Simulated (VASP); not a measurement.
# La in VASP: single point with PBE

Aim: the single point of La with PBE.

Everything below comes from runs of VASP 6.6.1. Logs are shortened: lines on timing, memory, paths and dates and some standing lists are left out, and cuts for length are marked.

## Step 1: The cell of the first run

The typed cell holds 1 atom: a = 3.319 Å, b = 3.319 Å, c = 3.319 Å, α = 90.00°, β = 90.00°, γ = 90.00°.

This isn't the form of La at room conditions, which is double hcp.

## Step 2: Single point, PBE

The input, POSCAR:

```
La
1.0
    3.3186253859      0.0000000000      0.0000000000
    0.0000000000      3.3186253859      0.0000000000
    0.0000000000      0.0000000000      3.3191116120
La
1
Direct
    0.5000000000      0.5000000000      0.0000000000
```

The input, INCAR.step1:

```
ALGO = Fast
EDIFF = 1E-6
ENCUT = 520
GGA = PE
ISIF = 2
ISMEAR = 0
LASPH = True
LCHARG = True
LMAXMIX = 6
LREAL = False
LWAVE = False
NBANDS = 12
NELM = 100
PREC = Accurate
SIGMA = 0.1
```

The input, KPOINTS.step1:

```
k-points
0
Gamma
  16 16 16
```

The input, INCAR.step2:

```
ALGO = Fast
EDIFF = 1E-6
ENCUT = 520
GGA = PE
ICHARG = 11
ISIF = 2
ISMEAR = -5
LASPH = True
LCHARG = False
LMAXMIX = 6
LORBIT = 11
LREAL = False
LWAVE = False
NEDOS = 2001
NELM = 100
PREC = Accurate
SIGMA = 0.1
```

The input, KPOINTS.step2:

```
k-points
0
Gamma
  24 24 24
```

Potentials or basis: VASP PAW PBE potentials, release 64 (La).

On the command line:

```bash
> cat potpaw_PBE.64/La/POTCAR > POTCAR
> cp INCAR.step1 INCAR
> cp KPOINTS.step1 KPOINTS
> mpirun -np 1 vasp_std > vasp.out
> cp INCAR.step2 INCAR
> cp KPOINTS.step2 KPOINTS
> mpirun -np 1 vasp_std > vasp.out
```

OUTCAR:

```text
EDIFF = 1E-6
   ENCUT = 520
   GGA = PE
   ICHARG = 11
   ISIF = 2
   ISMEAR = -5
   LASPH = True
   LORBIT = 11
   LREAL = False
   NELM = 100
   PREC = Accurate

 ion  position               nearest neighbor table
   1  0.500  0.500  0.000-

  LATTYP: Found a simple tetragonal cell.
 ALAT       =     3.3186253859
 C/A-ratio  =     1.0001465143

  Lattice vectors:

 A1 = (   3.3186253859,   0.0000000000,   0.0000000000)
 A2 = (   0.0000000000,   3.3186253859,   0.0000000000)
 A3 = (   0.0000000000,   0.0000000000,   3.3191116120)

Analysis of symmetry for initial positions (statically):
=====================================================================
 Subroutine PRICEL returns:
 Original cell was already a primitive cell.

 Routine SETGRP: Setting up the symmetry group for a
 simple tetragonal supercell.

 Subroutine GETGRP returns: Found 16 space group operations
 (whereof 16 operations were pure point group operations)
 out of a pool of 16 trial point group operations.

The static configuration has the point symmetry D_4h.

Analysis of symmetry for dynamics (positions and initial velocities):
=====================================================================
 Subroutine PRICEL returns:
 Original cell was already a primitive cell.

 Routine SETGRP: Setting up the symmetry group for a
 simple tetragonal supercell.

 Subroutine GETGRP returns: Found 16 space group operations
 (whereof 16 operations were pure point group operations)
 out of a pool of 16 trial point group operations.

The dynamic configuration has the point symmetry D_4h.

 Subroutine INISYM returns: Found 16 space group operations
 (whereof 16 operations are pure point group operations),
 and found     1 'primitive' translations

----------------------------------------------------------------------------------------

                                     Primitive cell

  volume of cell :      36.5543

  direct lattice vectors                    reciprocal lattice vectors
     3.318625386  0.000000000  0.000000000     0.301329582  0.000000000  0.000000000
     0.000000000  3.318625386  0.000000000     0.000000000  0.301329582  0.000000000
     0.000000000  0.000000000  3.319111612     0.000000000  0.000000000  0.301285439

  length of vectors
     3.318625386  3.318625386  3.319111612     0.301329582  0.301329582  0.301285439

  position of ions in fractional coordinates (direct lattice)
     0.500000000  0.500000000  0.000000000

  ion indices of the primitive-cell ions
   primitive index   ion index
                 1           1

----------------------------------------------------------------------------------------

 KPOINTS: k-points

Automatic generation of k-mesh.
 Grid dimensions read from file:
 generate k-points for:   24   24   24

 Generating k-lattice:

  Cartesian coordinates                     Fractional coordinates (reciprocal lattice)
     0.012555399  0.000000000  0.000000000     0.041666667  0.000000000  0.000000000
     0.000000000  0.012555399  0.000000000     0.000000000  0.041666667  0.000000000
     0.000000000  0.000000000  0.012553560     0.000000000  0.000000000  0.041666667

  Length of vectors
     0.012555399  0.012555399  0.012553560

  Shift w.r.t. Gamma in fractional coordinates (k-lattice)
     0.000000000  0.000000000  0.000000000

 TETIRR: Found  20736 inequivalent tetrahedra from    82944

 Subroutine IBZKPT returns following result:
 ===========================================

 Found   1183 irreducible k-points:

 Following reciprocal coordinates:
            Coordinates               Weight
  0.000000  0.000000  0.000000      1.000000
  0.041667  0.000000  0.000000      4.000000
  0.083333  0.000000  0.000000      4.000000
  0.125000  0.000000  0.000000      4.000000
  0.166667  0.000000  0.000000      4.000000
  0.208333  0.000000  0.000000      4.000000
[... 16 lines left out ...]
  0.416667  0.041667  0.000000      8.000000
  0.458333  0.041667  0.000000      8.000000
 [... further k-points ...]
   k-points           NKPTS =   1183   k-points in BZ     NKDIM =   1183   number of bands    NBANDS=      9
   number of dos      NEDOS =   2001   number of ions     NIONS =      1
   total plane-waves  NPLWV =  21952
   dimension x,y,z NGX =    28 NGY =   28 NGZ =   28
   dimension x,y,z NGXF=    56 NGYF=   56 NGZF=   56
   ions per type =               1
   NGX,Y,Z   is equivalent  to a cutoff of  14.03, 14.03, 14.02 a.u.
   NGXF,Y,Z  is equivalent  to a cutoff of  28.05, 28.05, 28.05 a.u.
 SYSTEM =  unknown system
   PREC   = accura    normal or accurate (medium, high low for compatibility)
   ISTART =      0    job   : 0-new  1-cont  2-samecut
   ICHARG =     11    charge: 1-file 2-atom 10-const
   ISPIN  =      1    spin polarized calculation?
   LNONCOLLINEAR =      F non collinear calculations
   LSORBIT =      F    spin-orbit coupling
   LASPH  =      T    aspherical Exc in radial PAW
   ENCUT  =  520.0 eV  38.22 Ry    6.18 a.u.   6.17  6.17  6.17*2*pi/ulx,y,z
   NELM   =    100;   NELMIN=  2; NELMDL=  0     # of ELM steps
   EDIFF  = 0.1E-05   stopping-criterion for ELM
   LREAL  =      F    real-space projection
   EDIFFG = 0.1E-04   stopping-criterion for IOM
   NSW    =      0    number of steps for IOM
   IBRION =     -1    ionic relax: 0-MD 1-quasi-New 2-CG
   NFREE  =      0    steps in history (QN), initial steepest desc. (CG)
   ISIF   =      2    stress and relaxation
   ISYM   =      2    0-nonsym 1-usesym 2-fastsym
   POTIM  = 0.5000    time-step for ionic-motion
   TEBEG  =    0.0;   TEEND  =   0.0 temperature during run
   PSTRESS=    0.0 pullay stress
   NELECT =      11.0000    total number of electrons
   NUPDOWN=      -1.0000    fix difference up-down
   EMIN   =  10.00;   EMAX   =-10.00  energy-range for DOS
   EFERMI =   0.00;   METHOD = LEGACY
   ISMEAR =    -5;   SIGMA  =   0.10  broadening in eV -4-tet -1-fermi 0-gaus
   EFERMI_NEDOS =   21; number of points for ismear=-14 and -15
   IALGO  =     68    algorithm
   IMIX   =      4    mixing-type and parameters
     AMIX     =   0.40;   BMIX     =  1.00
     AMIX_MAG =   1.60;   BMIX_MAG =  1.00
  volume/ion in A,a.u.               =      36.55       246.68
  Fermi-wavevector in a.u.,A,eV,Ry     =   1.097050  2.073123 16.374856  1.203518
  Thomas-Fermi vector in A             =   2.233403
   LORBIT       =     11    0 simple, 1 ext, 2 COOP (PROOUT), +10 PAW based schemes
   GGA     = PE    functional components
   LHFCALC =     F    Hartree Fock is set to
   AEXX    =    0.0000 exact exchange contribution
   IVDW    =     0    specifies the selected vdW correction
   LEPSILON=     F    determine dielectric tensor
   LRPA    =     F    only Hartree local field effects (RPA)
 non-spin polarized calculation
 RMM-DIIS sequential band-by-band and
 Fermi weights with tetrahedron method with Bloechl corrections
  energy-cutoff  :      520.00
  volume of cell :       36.55
 maximum number of plane-waves:      1021
 NGX is ok and might be reduce to    28

 number of electron      10.9999998 magnetization

 Free energy of the ion-electron system (eV)
  ---------------------------------------------------
  ext. energy  EPLUGINS =         0.00000000
  ---------------------------------------------------
  free energy    TOTEN  =        -4.37865441 eV

  energy without entropy =       -4.37865441  energy(sigma->0) =       -4.37865441

 E-fermi :   7.8722     XC(G=0):  -9.5682

 val. band max:        7.8889379089   @ k =   0.2500   0.2083   0.0417
 cond. band min:       7.8368201256   @ k =   0.3333   0.3333   0.3333
 fundamental gap:     -0.0521177833
 Fermi energy:         7.8721771743

 k-point     1 :       0.0000    0.0000    0.0000
  band No.  band energies     occupation
      1     -25.2268      2.00000
      2      -7.9334      2.00000
      3      -7.9324      2.00000
      4      -7.9324      2.00000
      5       5.0324      2.00000
      6       6.7520      2.00000
      7       6.7521      2.00000
      8       9.7675      0.00000
      9       9.9220      0.00000

 k-point     2 :       0.0417    0.0000    0.0000
  band No.  band energies     occupation
      1     -25.2228      2.00000
      2      -7.9718      2.00000
      3      -7.9301      2.00000
      4      -7.9291      2.00000
      5       5.0765      2.00000
      6       6.7630      2.00000
      7       6.8068      2.00000
      8       9.7660      0.00000
      9       9.7882      0.00000

 k-point     3 :       0.0833    0.0000    0.0000
  band No.  band energies     occupation
      1     -25.2112      2.00000
      2      -8.0854      2.00000
      3      -7.9204      2.00000
      4      -7.9194      2.00000
      5       5.1992      2.00000
      6       6.7955      2.00000
      7       6.9737      2.00000
      8       9.7642      0.00000
      9       9.8387      0.00000

 k-point     4 :       0.1250    0.0000    0.0000
  band No.  band energies     occupation
      1     -25.1926      2.00000
      2      -8.2611      2.00000
      3      -7.9050      2.00000
      4      -7.9039      2.00000
      5       5.3782      2.00000
      6       6.8484      2.00000
      7       7.2566      2.00000
      8       9.7545      0.00000
      9       9.7955      0.00000

 k-point     5 :       0.1667    0.0000    0.0000
  band No.  band energies     occupation
      1     -25.1682      2.00000
      2      -8.4813      2.00000
      3      -7.8847      2.00000
      4      -7.8836      2.00000
      5       5.5890      2.00000
      6       6.9201      2.00000
      7       7.6509      1.87518
      8       9.6876      0.00000
      9       9.8166      0.00000

 k-point     6 :       0.2083    0.0000    0.0000
  band No.  band energies     occupation
      1     -25.1395      2.00000
      2      -8.7267      2.00000
      3      -7.8609      2.00000
      4      -7.8599      2.00000
      5       5.8158      2.00000
      6       7.0079      2.00000
      7       8.1345      0.02325
      8       9.6381      0.00000
      9       9.8243      0.00000
[... 169 lines left out ...]
 k-point    21 :       0.3333    0.0417    0.0000
  band No.  band energies     occupation
      1     -25.0434      2.00000
      2      -9.4317      2.00000
      3      -7.8212      2.00000
      4      -7.7819      2.00000
      5       6.5850      2.00000
      6       7.3657      2.00000
      7       9.2835      0.00000
      8       9.4386      0.00000
      9       9.8294      0.00000

 k-point    22 :       0.3750    0.0417    0.0000
  band No.  band energies     occupation
      1     -25.0177      2.00000
      2      -9.6118      2.00000
      3      -7.7999      2.00000
      4      -7.7609      2.00000
      5       6.8277      2.00000
      6       7.4674      2.00000
      7       9.1070      0.00000
      8       9.3698      0.00000
      9       9.8840      0.00000

 k-point    23 :       0.4167    0.0417    0.0000
  band No.  band energies     occupation
      1     -24.9978      2.00000
      2      -9.7466      2.00000
      3      -7.7835      2.00000
      4      -7.7447      2.00000
      5       7.0499      2.00000
      6       7.5526      2.00000
      7       8.9235      0.00000
      8       9.3106      0.00000
      9       9.9005      0.00000

 k-point    24 :       0.4583    0.0417    0.0000
  band No.  band energies     occupation
      1     -24.9853      2.00000
      2      -9.8300      2.00000
      3      -7.7731      2.00000
      4      -7.7345      2.00000
      5       7.2186      2.00000
      6       7.6105      2.00000
      7       8.7750      0.00000
      8       9.2698      0.00000
      9       9.8990      0.00000

 [... further k-points ...]

------------------------ aborting loop because EDIFF is reached ----------------------------------------

  FORCE on cell =-STRESS in cart. coord.  units (eV):
  Direction    XX          YY          ZZ          XY          YZ          ZX
  --------------------------------------------------------------------------------------
  -------------------------------------------------------------------------------------
  Total       -0.0180721     -0.0180721     -0.0131456      0.0000000      0.0000000     -0.0000000
  in kB       -0.7921010     -0.7921010     -0.5761713      0.0000000      0.0000000     -0.0000000
  external PRESSURE =      -0.7201244 kB  Pullay stress =       0.0000000 kB

 VOLUME and BASIS-vectors are now :
 -----------------------------------------------------------------------------
  energy-cutoff  :      520.00
  volume of cell :       36.55
      direct lattice vectors                 reciprocal lattice vectors
     3.318625386  0.000000000  0.000000000     0.301329582  0.000000000  0.000000000
     0.000000000  3.318625386  0.000000000     0.000000000  0.301329582  0.000000000
     0.000000000  0.000000000  3.319111612     0.000000000  0.000000000  0.301285439

 POSITION                                       TOTAL-FORCE (eV/Angst)
 -----------------------------------------------------------------------------------
      1.65931      1.65931      0.00000         0.000000      0.000000      0.000000
 -----------------------------------------------------------------------------------
    total drift:                               -0.000000      0.000000     -0.000000

  FREE ENERGIE OF THE ION-ELECTRON SYSTEM (eV)
  ---------------------------------------------------
  free  energy   TOTEN  =        -4.3786544082 eV

  energy  without entropy=       -4.3786544082  energy(sigma->0) =       -4.37865441

 total charge

# of ion       s       p       d       f       tot
--------------------------------------------------
    1        2.043   5.539   1.025   0.116   8.722
```

Run time: 7.3 min. Hardware: 1 thread of Intel Xeon 6975P-C (Granite Rapids), shared host; peak memory 0.66 GiB.

What came out:

```
Valence electrons inside the program's atomic spheres : La 8.72
```

Levels at points of the mesh, in eV from the Fermi level:
| k point | band 2 | band 3 | band 4 | band 5 | band 6 | band 7 | band 8 | band 9 |
| --- | --- | --- | --- | --- | --- | --- | --- | --- |
| (0.00, 0.00, 0.00) | -15.81 | -15.80 | -15.80 | -2.84 | -1.12 | -1.12 | 1.90 | 2.05 |
| (0.50, 0.00, 0.00) | -17.74 | -15.61 | -15.61 | -0.64 | -0.29 | 0.92 | 1.40 | 2.04 |
| (0.50, 0.50, 0.00) | -17.43 | -17.43 | -15.42 | -2.44 | 0.58 | 1.46 | 1.46 | 2.05 |
| (0.00, 0.00, 0.50) | -17.73 | -15.61 | -15.61 | -0.64 | -0.29 | 0.92 | 1.40 | 2.02 |
| (0.50, 0.00, 0.50) | -17.43 | -17.43 | -15.42 | -2.44 | 0.57 | 1.46 | 1.46 | 2.05 |
| (0.50, 0.50, 0.50) | -17.15 | -17.15 | -17.15 | -1.10 | -1.10 | -1.10 | 1.19 | 1.98 |

Caveat: spin-orbit coupling is left out, which moves the levels of the heavy elements; tetrahedron occupations give inexact forces and stress in metals.
